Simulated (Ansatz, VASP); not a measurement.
**One calculation of BAs, two programs**

```
B As
1.0
     0.00000    2.42822    2.42822
     2.42822    0.00000    2.42822
     2.42822    2.42822    0.00000
B As
1 1
Direct
  0.00000 0.00000 0.00000
  0.25000 0.25000 0.25000
```

Alike in both runs: task single point; functional PBE; k mesh 10 × 10 × 10; occupations gaussian, width 0.02 eV; no spin polarisation.

```csv
,VASP,Ansatz
version,VASP 6.6.1,Ansatz 0.2.0
potentials or method,"VASP PAW PBE potentials, release 64 (B, As), cutoff 520 eV","scalar-relativistic, plane waves, PAW"
valence electrons in the cell,8,18
```

Ansatz gave:

```
gap on the k mesh at the Fermi level (eV) : 1.23
least direct gap on the mesh (eV)         : 3.22
pressure (GPa)                            : -3.6
```

Task: What did VASP give for the same quantities?

Result: gap on the k mesh at the Fermi level (eV): 1.23; least direct gap on the mesh (eV): 3.22; pressure (GPa): -3.1.

VASP's potentials hold 8 valence electrons a cell and Ansatz's 18, so a difference there can come from the potentials and not from the codes.
